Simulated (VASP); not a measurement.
Input of a VASP 6.6.1 run:

The input INCAR:

```
SYSTEM = Pb
PREC = Accurate
ENCUT = 500
EDIFF = 1E-7
ISMEAR = -1
SIGMA = 0.05
LREAL = .FALSE.
LASPH = .TRUE.
NELM = 120
ALGO = Normal
ISIF = 3
LWAVE = .FALSE.
LCHARG = .FALSE.
GGA = LIBXC
LIBXC1 = GGA_X_B88
LIBXC2 = GGA_C_PBE
IBRION = 2
NSW = 60
EDIFFG = -0.01
GGA_COMPAT = .FALSE.
NELMIN = 4
```

KPOINTS

```
Automatic mesh
0
G
  9 9 9
  0 0 0
```

The input POSCAR:

```
Pb
1.0
    0.0000000000      2.4750200000      2.4750200000
    2.4750200000      0.0000000000      2.4750200000
    2.4750200000      2.4750200000      0.0000000000
Pb
1
Direct
    0.0000000000      0.0000000000      0.0000000000
```

Potentials or basis: VASP PAW PBE potentials, release 64 (Pb_d).

Run with:

```sh
$ cat potpaw_PBE.64/Pb_d/POTCAR > POTCAR
$ mpirun -np 1 vasp_std > vasp.out
```

Problem. Predict the space group after relaxing (to 0.1 Å).

Solution. Fm-3m (No. 225).

Problem. Estimate the relaxed volume.

Solution. 31.70 Å³/atom.

Problem. What does it give for the relaxed cell?

Solution. a = 3.552 Å, b = 3.552 Å, c = 3.552 Å, α = 60.00°, β = 60.00°, γ = 60.00°.

Step by step:
| step | energy change (eV) | largest force (eV/Å) | pressure (GPa) | volume (Å³) |
| --- | --- | --- | --- | --- |
| 1 | 0.0000 | 0.0000 | 2.01 | 30.32 |
| 2 | -0.0078 | 0.0000 | -0.39 | 32.02 |
| 3 | -0.0082 | 0.0000 | 0.01 | 31.70 |

Caveat: the PAW data sets were made with another functional, which shifts forces and pressure a little.

The cell as given is a measured one (30.32 Å³/atom); b88 exchange, pbe correlation puts the equilibrium volume +4.5 % from it, thermal expansion not counted.
